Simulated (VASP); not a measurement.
A run of VASP 6.6.1 is set up as follows.

Contents of INCAR:

```
  PREC = Accurate
  ENCUT = 520
  EDIFF = 1E-7
  ISMEAR = 0
  SIGMA = 0.01
  LREAL = F
  LASPH = T
  NELM = 60
  ALGO = Normal
  ISIF = 2
  LWAVE = F
  LCHARG = T
  GGA = PS
  LELF = T
  LVHAR = T
  NBANDS = 18
```

The input KPOINTS:

```
Automatic mesh
0
Gamma
  6 6 4
```

POSCAR

```
N
1.0
    4.4609270328      0.0000000000      0.0000000000
    0.0000000000      4.4609270328      0.0000000000
    0.0000000000      0.0000000000      5.7930303845
N
4
Direct
    0.9128342762      0.9128342762      0.0000000000
    0.5871657238      0.4128342762      0.5000000000
    0.0871657238      0.0871657238      0.0000000000
    0.4128342762      0.5871657238      0.5000000000
```

Potentials or basis: VASP PAW PBE potentials, release 64 (N).

Run with:

```bash
$ cat potpaw_PBE.64/N/POTCAR > POTCAR
$ mpirun -np 1 vasp_std > vasp.out
```

(1) Estimate the largest force.

(2) Predict the pressure.

(3) What does it give for the band gap on the k mesh?

## Answers

(1) 1.869 eV/Å.

(2) 1.7 GPa.

(3) 7.36 eV (least direct gap 7.45 eV).

Caveat: the standard files for N, O and F lose accuracy on very short bonds; this functional lacks dispersion, which holds the molecules together, so the pressure and a relaxed volume are unreliable; the PAW data sets were made with another functional, which shifts forces and pressure a little; this functional lacks dispersion, which binds layers or chains, so the pressure and a relaxed spacing across them are unreliable.
